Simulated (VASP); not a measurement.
# Sb3Au in VASP: further runs

Sb3Au is run at these levels: LDA; tasks: single point.

Everything below comes from runs of VASP 6.6.1. Logs are shortened: lines on timing, memory, paths and dates and some standing lists are left out, and cuts for length are marked.

## 1. The cell of the first run

Symmetry: Im-3m, No. 229, cubic system. Conventional cell: a = 5.998 Å, b = 5.998 Å, c = 5.998 Å, α = 90.00°, β = 90.00°, γ = 90.00°. Within 3.9 Å of Sb (site symmetry 4/mmm) lie 4 Sb at 3.00 Å and 2 Au at 3.00 Å. Within 3.9 Å of Au (site symmetry m-3m) lie 6 Sb at 3.00 Å.

## 2. Single point, LDA (26.97 Å³/atom)

INCAR reads:

```
SYSTEM = Sb3Au
ALGO     = Normal         ! electronic algorithm
EDIFF    = 1E-6           ! SCF threshold, eV
ENCUT    = 520            ! plane-wave cutoff, eV
ISIF     = 2              ! what is computed and relaxed
ISMEAR   = -1             ! smearing method
LASPH    = .TRUE.         ! aspherical terms in the spheres
LCHARG   = .TRUE.         ! write CHGCAR
LELF     = .TRUE.         ! ELF
LREAL    = .FALSE.        ! projectors in reciprocal space
LVHAR    = .TRUE.       
LWAVE    = .FALSE.        ! write WAVECAR
NBANDS   = 21             ! bands
NELM     = 60             ! most SCF steps
PREC     = Accurate       ! precision mode
SIGMA    = 0.05           ! smearing width, eV
```

KPOINTS reads:

```
k-points
0
G
  10 10 10
  0 0 0
```

POSCAR reads:

```
Sb3Au
1.0
   -2.9989138824      2.9989138824      2.9989138824
    2.9989138824     -2.9989138824      2.9989138824
    2.9989138824      2.9989138824     -2.9989138824
Sb Au
3 1
Direct
    0.0000000000      0.5000000000      0.5000000000
    0.5000000000      0.0000000000      0.5000000000
    0.5000000000      0.5000000000      0.0000000000
    0.0000000000      0.0000000000      0.0000000000
```

Potentials or basis: VASP PAW LDA potentials, release 64 (Sb, Au).

Command:

```bash
$ cat potpaw_LDA.64/Sb/POTCAR potpaw_LDA.64/Au/POTCAR > POTCAR
$ mpirun -np 1 vasp_std > vasp.out
```

OUTCAR:

```text
SYSTEM = Sb3Au
   EDIFF = 1E-6
   ENCUT = 520
   ISIF = 2
   ISMEAR = -1
   LASPH = .TRUE.
   LREAL = .FALSE.
   NELM = 60
   PREC = Accurate

 ion  position               nearest neighbor table
   1  0.000  0.500  0.500-   2 3.00   3 3.00   4 3.00   4 3.00   3 3.00   2 3.00
   2  0.500  0.000  0.500-   1 3.00   3 3.00   4 3.00   3 3.00   4 3.00   1 3.00
   3  0.500  0.500  0.000-   1 3.00   2 3.00   4 3.00   2 3.00   1 3.00   4 3.00
   4  0.000  0.000  0.000-   1 3.00   2 3.00   3 3.00   1 3.00   2 3.00   3 3.00

  LATTYP: Found a body centered cubic cell.
 ALAT       =     5.9978277648

  Lattice vectors:

 A1 = (  -2.9989138824,   2.9989138824,   2.9989138824)
 A2 = (   2.9989138824,  -2.9989138824,   2.9989138824)
 A3 = (   2.9989138824,   2.9989138824,  -2.9989138824)

Analysis of symmetry for initial positions (statically):
=====================================================================
 Subroutine PRICEL returns:
 Original cell was already a primitive cell.

 Routine SETGRP: Setting up the symmetry group for a
 body centered cubic supercell.

 Subroutine GETGRP returns: Found 48 space group operations
 (whereof 48 operations were pure point group operations)
 out of a pool of 48 trial point group operations.

The static configuration has the point symmetry O_h .

Analysis of symmetry for dynamics (positions and initial velocities):
=====================================================================
 Subroutine PRICEL returns:
 Original cell was already a primitive cell.

 Routine SETGRP: Setting up the symmetry group for a
 body centered cubic supercell.

 Subroutine GETGRP returns: Found 48 space group operations
 (whereof 48 operations were pure point group operations)
 out of a pool of 48 trial point group operations.

The dynamic configuration has the point symmetry O_h .

 Subroutine INISYM returns: Found 48 space group operations
 (whereof 48 operations are pure point group operations),
 and found     1 'primitive' translations

----------------------------------------------------------------------------------------

                                     Primitive cell

  volume of cell :     107.8827

  direct lattice vectors                    reciprocal lattice vectors
    -2.998913882  2.998913882  2.998913882     0.000000000  0.166727028  0.166727028
     2.998913882 -2.998913882  2.998913882     0.166727028  0.000000000  0.166727028
     2.998913882  2.998913882 -2.998913882     0.166727028  0.166727028  0.000000000

  length of vectors
     5.194271212  5.194271212  5.194271212     0.235787625  0.235787625  0.235787625

  position of ions in fractional coordinates (direct lattice)
     0.000000000  0.500000000  0.500000000
     0.500000000  0.000000000  0.500000000
     0.500000000  0.500000000  0.000000000
     0.000000000  0.000000000  0.000000000

  ion indices of the primitive-cell ions
   primitive index   ion index
                 1           1
                 2           2
                 3           3
                 4           4

----------------------------------------------------------------------------------------

 KPOINTS: k-points

Automatic generation of k-mesh.
 Grid dimensions read from file:
 generate k-points for:   10   10   10

 Generating k-lattice:

  Cartesian coordinates                     Fractional coordinates (reciprocal lattice)
     0.000000000  0.016672703  0.016672703     0.100000000  0.000000000  0.000000000
     0.016672703  0.000000000  0.016672703     0.000000000  0.100000000  0.000000000
     0.016672703  0.016672703  0.000000000     0.000000000  0.000000000  0.100000000

  Length of vectors
     0.023578762  0.023578762  0.023578762

  Shift w.r.t. Gamma in fractional coordinates (k-lattice)
     0.000000000  0.000000000  0.000000000

 Subroutine IBZKPT returns following result:
 ===========================================

 Found     47 irreducible k-points:

 Following reciprocal coordinates:
            Coordinates               Weight
  0.000000  0.000000  0.000000      1.000000
  0.100000  0.000000  0.000000     12.000000
  0.200000  0.000000  0.000000     12.000000
  0.300000  0.000000  0.000000     12.000000
  0.400000  0.000000  0.000000     12.000000
  0.500000  0.000000  0.000000      6.000000
[... 16 lines left out ...]
  0.300000  0.300000  0.100000      8.000000
 -0.300000  0.300000  0.100000     24.000000
 [... further k-points ...]
   k-points           NKPTS =     47   k-points in BZ     NKDIM =     47   number of bands    NBANDS=     21
   number of dos      NEDOS =    301   number of ions     NIONS =      4
   total plane-waves  NPLWV =  64000
   dimension x,y,z NGX =    40 NGY =   40 NGZ =   40
   dimension x,y,z NGXF=    80 NGYF=   80 NGZF=   80
   ions per type =               3   1
   NGX,Y,Z   is equivalent  to a cutoff of  12.80, 12.80, 12.80 a.u.
   NGXF,Y,Z  is equivalent  to a cutoff of  25.60, 25.60, 25.60 a.u.
 SYSTEM =  Sb3Au
   PREC   = accura    normal or accurate (medium, high low for compatibility)
   ISTART =      0    job   : 0-new  1-cont  2-samecut
   ICHARG =      2    charge: 1-file 2-atom 10-const
   ISPIN  =      1    spin polarized calculation?
   LNONCOLLINEAR =      F non collinear calculations
   LSORBIT =      F    spin-orbit coupling
   LASPH  =      T    aspherical Exc in radial PAW
   ENCUT  =  520.0 eV  38.22 Ry    6.18 a.u.   9.66  9.66  9.66*2*pi/ulx,y,z
   NELM   =     60;   NELMIN=  2; NELMDL= -5     # of ELM steps
   EDIFF  = 0.1E-05   stopping-criterion for ELM
   LREAL  =      F    real-space projection
   EDIFFG = 0.1E-04   stopping-criterion for IOM
   NSW    =      0    number of steps for IOM
   IBRION =     -1    ionic relax: 0-MD 1-quasi-New 2-CG
   NFREE  =      0    steps in history (QN), initial steepest desc. (CG)
   ISIF   =      2    stress and relaxation
   ISYM   =      2    0-nonsym 1-usesym 2-fastsym
   POTIM  = 0.5000    time-step for ionic-motion
   TEBEG  =    0.0;   TEEND  =   0.0 temperature during run
   PSTRESS=    0.0 pullay stress
   NELECT =      26.0000    total number of electrons
   NUPDOWN=      -1.0000    fix difference up-down
   EMIN   =  10.00;   EMAX   =-10.00  energy-range for DOS
   EFERMI =   0.00;   METHOD = LEGACY
   ISMEAR =    -1;   SIGMA  =   0.05  broadening in eV -4-tet -1-fermi 0-gaus
   EFERMI_NEDOS =   21; number of points for ismear=-14 and -15
   IALGO  =     38    algorithm
   IMIX   =      4    mixing-type and parameters
     AMIX     =   0.40;   BMIX     =  1.00
     AMIX_MAG =   1.60;   BMIX_MAG =  1.00
  volume/ion in A,a.u.               =      26.97       182.01
  Fermi-wavevector in a.u.,A,eV,Ry     =   1.018784  1.925222 14.121760  1.037920
  Thomas-Fermi vector in A             =   2.152261
   LORBIT       =      0    0 simple, 1 ext, 2 COOP (PROOUT), +10 PAW based schemes
   GGA     = CA    functional components
   LHFCALC =     F    Hartree Fock is set to
   AEXX    =    0.0000 exact exchange contribution
   IVDW    =     0    specifies the selected vdW correction
   LEPSILON=     F    determine dielectric tensor
   LRPA    =     F    only Hartree local field effects (RPA)
 non-spin polarized calculation
  energy-cutoff  :      520.00
  volume of cell :      107.88
 maximum number of plane-waves:      2925
   NGX = 19   NGY = 19   NGZ = 19

 number of electron      25.9999996 magnetization

 Free energy of the ion-electron system (eV)
  ---------------------------------------------------
  ext. energy  EPLUGINS =         0.00000000
  ---------------------------------------------------
  free energy    TOTEN  =       -18.60281776 eV

  energy without entropy =      -18.58550821  energy(sigma->0) =      -18.59416298

 E-fermi :   7.0572     XC(G=0): -10.2809

 val. band max:        7.0547501249   @ k =   0.4000   0.1000  -0.0000
 cond. band min:       7.0651518153   @ k =   0.4000   0.1000   0.1000
 fundamental gap:      0.0104016904
 Fermi energy:         7.0572391504

 k-point     1 :       0.0000    0.0000    0.0000
  band No.  band energies     occupation
      1      -5.0978      2.00000
      2      -0.3970      2.00000
      3      -0.3970      2.00000
      4       3.0608      2.00000
      5       3.0608      2.00000
      6       3.0608      2.00000
[... 13 lines left out ...]
     20      12.1953      0.00000
     21      12.1953      0.00000

 k-point     2 :       0.1000    0.0000    0.0000
  band No.  band energies     occupation
      1      -5.0234      2.00000
      2      -0.6119      2.00000
      3      -0.4416      2.00000
      4       2.8737      2.00000
      5       2.9165      2.00000
      6       3.0728      2.00000
[... 13 lines left out ...]
     20      11.8356      0.00000
     21      12.3205      0.00000

 k-point     3 :       0.2000    0.0000    0.0000
  band No.  band energies     occupation
      1      -4.8032      2.00000
      2      -1.1460      2.00000
      3      -0.5476      2.00000
      4       2.6041      2.00000
      5       2.7434      2.00000
      6       2.9920      2.00000
[... 13 lines left out ...]
     20      12.1432      0.00000
     21      12.6644      0.00000

 k-point     4 :       0.3000    0.0000    0.0000
  band No.  band energies     occupation
      1      -4.4483      2.00000
      2      -1.8196      2.00000
      3      -0.6617      2.00000
      4       2.3807      2.00000
      5       2.3878      2.00000
      6       2.6340      2.00000
[... 13 lines left out ...]
     20      13.1099      0.00000
     21      13.4114      0.00000

 k-point     5 :       0.4000    0.0000    0.0000
  band No.  band energies     occupation
      1      -3.9917      2.00000
      2      -2.4987      2.00000
      3      -0.7435      2.00000
      4       2.0455      2.00000
      5       2.2364      2.00000
      6       2.4021      2.00000
[... 13 lines left out ...]
     20      13.2316      0.00000
     21      13.3796      0.00000

 k-point     6 :       0.5000    0.0000    0.0000
  band No.  band energies     occupation
      1      -3.6513      2.00000
      2      -2.9181      2.00000
      3      -0.7727      2.00000
      4       1.9198      2.00000
      5       2.1866      2.00000
      6       2.3225      2.00000
[... 13 lines left out ...]
     20      12.8566      0.00000
     21      13.2875      0.00000

 k-point     7 :       0.1000    0.1000    0.0000
  band No.  band energies     occupation
      1      -4.8761      2.00000
      2      -0.9616      2.00000
      3      -0.5442      2.00000
      4       2.7274      2.00000
      5       2.7745      2.00000
      6       3.0780      2.00000
[... 13 lines left out ...]
     20      12.0148      0.00000
     21      12.2032      0.00000
[... 291 lines left out ...]
      1      -3.8963      2.00000
      2      -2.1274      2.00000
      3      -1.6088      2.00000
      4       2.0364      2.00000
      5       2.5015      2.00000
      6       2.5075      2.00000
[... 13 lines left out ...]
     20      13.0819      0.00000
     21      13.9114      0.00000

 k-point    21 :       0.3000    0.2000    0.1000
  band No.  band energies     occupation
      1      -3.4229      2.00000
      2      -2.6562      2.00000
      3      -1.7601      2.00000
      4       1.7756      2.00000
      5       2.3629      2.00000
      6       2.5063      2.00000
[... 13 lines left out ...]
     20      12.1421      0.00000
     21      13.4384      0.00000

 k-point    22 :      -0.2000    0.2000    0.1000
  band No.  band energies     occupation
      1      -4.7337      2.00000
      2      -1.3905      2.00000
      3      -0.3700      2.00000
      4       2.5398      2.00000
      5       2.5498      2.00000
      6       2.7363      2.00000
[... 13 lines left out ...]
     20      12.5224      0.00000
     21      12.8054      0.00000

 k-point    23 :       0.3000    0.3000    0.1000
  band No.  band energies     occupation
      1      -2.9851      2.00000
      2      -2.9851      2.00000
      3      -1.9683      2.00000
      4       1.6892      2.00000
      5       2.3774      2.00000
      6       2.3774      2.00000
[... 13 lines left out ...]
     20      11.7280      0.00000
     21      12.6761      0.00000

 k-point    24 :      -0.3000    0.3000    0.1000
  band No.  band energies     occupation
      1      -4.3860      2.00000
      2      -1.9526      2.00000
      3      -0.5581      2.00000
      4       2.2473      2.00000
      5       2.3476      2.00000
      6       2.7062      2.00000
[... 13 lines left out ...]
     20      13.2770      0.00000
     21      13.5046      0.00000

 [... further k-points ...]

------------------------ aborting loop because EDIFF is reached ----------------------------------------

  FORCE on cell =-STRESS in cart. coord.  units (eV):
  Direction    XX          YY          ZZ          XY          YZ          ZX
  --------------------------------------------------------------------------------------
  -------------------------------------------------------------------------------------
  Total       -3.9060258     -3.9060258     -3.9060258      0.0000000      0.0000000     -0.0000000
  in kB      -58.0087784    -58.0087784    -58.0087784      0.0000000      0.0000000     -0.0000000
  external PRESSURE =     -58.0087784 kB  Pullay stress =       0.0000000 kB

 VOLUME and BASIS-vectors are now :
 -----------------------------------------------------------------------------
  energy-cutoff  :      520.00
  volume of cell :      107.88
      direct lattice vectors                 reciprocal lattice vectors
    -2.998913882  2.998913882  2.998913882     0.000000000  0.166727028  0.166727028
     2.998913882 -2.998913882  2.998913882     0.166727028  0.000000000  0.166727028
     2.998913882  2.998913882 -2.998913882     0.166727028  0.166727028  0.000000000

 POSITION                                       TOTAL-FORCE (eV/Angst)
 -----------------------------------------------------------------------------------
      2.99891      0.00000      0.00000         0.000000      0.000000      0.000000
      0.00000      2.99891      0.00000         0.000000      0.000000     -0.000000
      0.00000      0.00000      2.99891        -0.000000     -0.000000      0.000000
      0.00000      0.00000      0.00000         0.000000      0.000000     -0.000000
 -----------------------------------------------------------------------------------
    total drift:                               -0.000000      0.000000      0.000000

  FREE ENERGIE OF THE ION-ELECTRON SYSTEM (eV)
  ---------------------------------------------------
  free  energy   TOTEN  =       -18.6028177582 eV

  energy  without entropy=      -18.5855082096  energy(sigma->0) =      -18.59416298
```

Run time: 46 s. Hardware: 1 thread of Intel Xeon 6975P-C (Granite Rapids), shared host; peak memory 0.26 GiB.

What came out:

```
Free energy            : -18.6028 eV
Pressure               : -5.8 GPa
Band gap on the k mesh : zero (bands 13 and 14 overlap by 2.91 eV)
```

Caveat: the cell stands under tension; spin-orbit coupling is left out, which moves the levels of the heavy elements.

[end of part 1 of 2]

The gap in the log of VASP goes by the Fermi energy; the results here count the filled bands.